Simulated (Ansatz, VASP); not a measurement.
SiTe3: VASP beside Ansatz

File INCAR:

```
  ALGO = Normal
  EDIFF = 1E-6
  EDIFFG = -0.01
  ENCUT = 600
  GGA = PE
  IBRION = 2
  ISIF = 3
  ISMEAR = 0
  LASPH = True
  LCHARG = False
  LREAL = False
  LWAVE = False
  NELM = 100
  NSW = 100
  PREC = Accurate
  SIGMA = 0.1
```

File KPOINTS:

```
k-points
0
Gamma
  6 6 6
```

POSCAR

```
SiTe3
1.0
    5.9991493600      0.0000000000      0.0000000000
    0.0000000000      5.9991493600      0.0000000000
    0.0000000000      0.0000000000      5.9991493600
Si Te
2 6
Direct
    0.0000000000      0.0000000000      0.0000000000
    0.5000000000      0.5000000000      0.5000000000
    0.2500000000      0.0000000000      0.5000000000
    0.5000000000      0.7500000000      0.0000000000
    0.7500000000      0.0000000000      0.5000000000
    0.5000000000      0.2500000000      0.0000000000
    0.0000000000      0.5000000000      0.7500000000
    0.0000000000      0.5000000000      0.2500000000
```

Input for Ansatz:

```yaml
crystal:
  lattice:
    - [5.99914936, 0.0, 0.0]
    - [0.0, 5.99914936, 0.0]
    - [0.0, 0.0, 5.99914936]
  atoms:
    - { symbol: Si, position: [0.0, 0.0, 0.0] }
    - { symbol: Si, position: [0.5, 0.5, 0.5] }
    - { symbol: Te, position: [0.25, 0.0, 0.5] }
    - { symbol: Te, position: [0.5, 0.75, 0.0] }
    - { symbol: Te, position: [0.75, 0.0, 0.5] }
    - { symbol: Te, position: [0.5, 0.25, 0.0] }
    - { symbol: Te, position: [0.0, 0.5, 0.75] }
    - { symbol: Te, position: [0.0, 0.5, 0.25] }
basis:
  ecutwfc: 420
kpoints:
  mp_grid: { grid: [6, 6, 6] }
hamiltonian:
  xc: pbe
scf:
  occupations: { method: gaussian, width: 0.1 }
output:
  forces: true
  stress: true
  eigenvalues: true
  write_density: true
  write_potential: true
  elf: true
  volumetric_format: npy
relax:
  adjacent_minimum: "off"
  f_tol: 0.01
  max_steps: 80
  cell: { stress_tol: 0.05 }
```

Change from the starting cell: species swapped into the Ta3Sb type (Pm-3n, No. 223).

Alike in both runs: task relaxation of cell and atoms; functional PBE; k mesh 6 × 6 × 6; occupations gaussian, width 0.1 eV; no spin polarisation.

|  | VASP | Ansatz |
| --- | --- | --- |
| version | VASP 6.6.1 | Ansatz 0.2.0 |
| potentials or method | VASP PAW PBE potentials, release 64 (Si, Te), cutoff 600 eV | scalar-relativistic, plane waves, PAW |
| valence electrons in the cell | 44 | 104 |

```csv
,VASP,Ansatz,Ansatz less VASP
"gap on the k mesh at the Fermi level, each at its own relaxed structure (eV)",none,none,-
relaxed volume (Å³/atom),26.63,26.66,+0.032
relaxed cell length with the largest relative difference (Å),5.973,5.975,+0.0024
```

A gap of «none» marks a metal or a gap that the smearing closes. VASP's potentials hold 44 valence electrons a cell and Ansatz's 104, so a difference there can come from the potentials and not from the codes.

Spin-orbit coupling is off throughout.
